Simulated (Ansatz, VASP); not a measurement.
One calculation of AlRu, two programs

```xyz
2
Lattice="2.9764 0.0000 0.0000 0.0000 3.0657 0.0000 0.0000 0.0000 2.9764" Properties=species:S:1:pos:R:3 pbc="T T T"
Al    0.0000    0.0000    0.0000
Ru    1.4882    1.5329    1.4882
```

Change from the starting cell: strain +0.0300 x Voigt [0, 1, 0, 0, 0, 0], atoms carried along.

Alike in both runs: task single point; functional PBEsol; k mesh 20 × 20 × 20; occupations gaussian, width 0.15 eV; no spin polarisation.

```csv
,VASP,Ansatz
version,VASP 6.6.1,Ansatz 0.2.0
potentials or method,"VASP PAW PBE potentials, release 64 (Al, Ru_pv), cutoff 520 eV","scalar-relativistic, plane waves, PAW"
valence electrons in the cell,17,19
```

VASP gave:

| Quantity | Value |
| --- | --- |
| gap on the k mesh at the Fermi level (eV) | none |
| pressure (GPa) | -6.0 |
| traceless stress, the component that is largest in VASP (GPa) | -3.17 |

What did Ansatz give for the same quantities?

gap on the k mesh at the Fermi level (eV): none; pressure (GPa): -6.0; traceless stress, the component that is largest in VASP (GPa): -3.15.

VASP's potentials were made for PBE, not for PBEsol. A gap of «none» marks a metal or a gap that the smearing closes. VASP's potentials hold 17 valence electrons a cell and Ansatz's 19, so a difference there can come from the potentials and not from the codes.
